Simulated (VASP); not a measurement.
A run of VASP 6.6.1 is set up as follows.

Contents of INCAR:

```
SYSTEM = Ru
ALGO = Normal
EDIFF = 1E-7
ENCUT = 520
GGA = PE
ISIF = 2
ISMEAR = -1
LASPH = .True.
LCHARG = .False.
LREAL = .False.
LWAVE = .False.
NBANDS = 21
NELM = 80
PREC = Accurate
SIGMA = 0.1
```

Contents of KPOINTS:

```
k-points
0
Gamma
  15 15 15
  0 0 0
```

File POSCAR:

```
Ru
1.0
    0.0000000000      2.6405820607      2.6405820607
    2.6405820607      0.0000000000      2.6405820607
    2.6405820607      2.6405820607      0.0000000000
Ru
2
Direct
    0.0000000000      0.0000000000      0.0000000000
    0.2500000000      0.2500000000      0.2500000000
```

Potentials or basis: VASP PAW PBE potentials, release 64 (Ru_pv).

Run with:

```sh
$ cat potpaw_PBE.64/Ru_pv/POTCAR > POTCAR
$ mpirun -np 1 vasp_std > vasp.out
```

(1) What does it give for the pressure?

(2) Predict the band gap on the k mesh.

## Answers

(1) 20.5 GPa.

(2) zero (band 14 reaches 8.72 eV, above the bottom of band 15 at 7.75 eV).
